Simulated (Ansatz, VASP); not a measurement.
## One calculation of PtS2, two programs

POSCAR

```
PtS2
1.0
    3.5526240960      0.0000000000      0.0000000000
   -1.7763120480      3.0766627172      0.0000000000
    0.0000000000      0.0000000000      5.1228306077
Pt S
1 2
Direct
    0.0000000000      0.0000000000      0.0000000000
    0.3333333333      0.6666666667      0.2392542177
    0.6666666667      0.3333333333      0.7607457823
```

The input INCAR.step1:

```
PREC = Accurate ; ENCUT = 520
EDIFF = 1E-5 ; ISMEAR = 0
SIGMA = 0.01 ; LREAL = F
LASPH = T ; NELM = 100
ALGO = Normal ; ISIF = 2
LWAVE = T ; GGA = PE
NBANDS = 18
```

The input INCAR.step2:

```
PREC = Accurate ; ENCUT = 520
EDIFF = 1E-7 ; ISMEAR = 0
SIGMA = 0.01 ; LREAL = F
LASPH = T ; NELM = 100
ALGO = Normal ; ISIF = 2
LWAVE = F ; LCHARG = T
GGA = PE ; LHFCALC = T
AEXX = 0.2 ; HFSCREEN = 0.5
PRECFOCK = Normal ; LELF = T
LVHAR = T ; ISTART = 1
NBANDS = 18
```

Contents of KPOINTS:

```
Automatic mesh
0
Gamma
  6 6 2
```

Input for Ansatz:

```yaml
crystal:
  lattice:
    - [3.552624096, 0.0, 0.0]
    - [-1.776312048, 3.0766627172, 0.0]
    - [0.0, 0.0, 5.1228306077]
  atoms:
    - { symbol: Pt, position: [0.0, 0.0, 0.0] }
    - { symbol: S, position: [0.3333333333, 0.6666666667, 0.2392542177] }
    - { symbol: S, position: [0.6666666667, 0.3333333333, 0.7607457823] }
kpoints:
  mp_grid: { grid: [6, 6, 2] }
hamiltonian:
  xc: { exchange: pbe, correlation: pbe, exx: { coeff: 0.2, omega: 0.5 } }
scf:
  occupations: { method: fixed }
  n_extra_bands: 4
output:
  forces: true
  stress: true
  eigenvalues: true
```

Alike in both runs: task single point; functional PBE-based screened hybrid with a share of 0.2 of exact exchange and HFSCREEN = 0.5; k mesh 6 × 6 × 2; no spin polarisation.

```csv
,VASP,Ansatz
version,VASP 6.6.1,Ansatz 0.2.0
potentials or method,"VASP PAW PBE potentials, release 64 (Pt, S)",plane waves
plane-wave cutoff (eV),520,420
occupations,"gaussian, width 0.01 eV",fixed
valence electrons in the cell,22,30
```

|  | VASP | Ansatz | Ansatz less VASP |
| --- | --- | --- | --- |
| gap on the k mesh at the Fermi level (eV) | 1.03 | 1.04 | +0.017 |
| pressure (GPa) | 0.7 | 1.1 | +0.42 |
| traceless stress, the component that is largest in VASP (GPa) | 0.18 | 0.08 | -0.102 |
| rms of the force components (eV/Å) | 0.094 | 0.079 | -0.0155 |

VASP's potentials were made for PBE, not for PBE-based screened hybrid. Atom by atom the forces differ by 0.015 eV/Å (rms over components). VASP's potentials hold 22 valence electrons a cell and Ansatz's 30, so a difference there can come from the potentials and not from the codes. Ansatz's warnings: stress exchange threshold loose, stress scf threshold loose.

The k mesh is coarse, so the values compare programs but aren't converged. Spin-orbit coupling is off throughout.
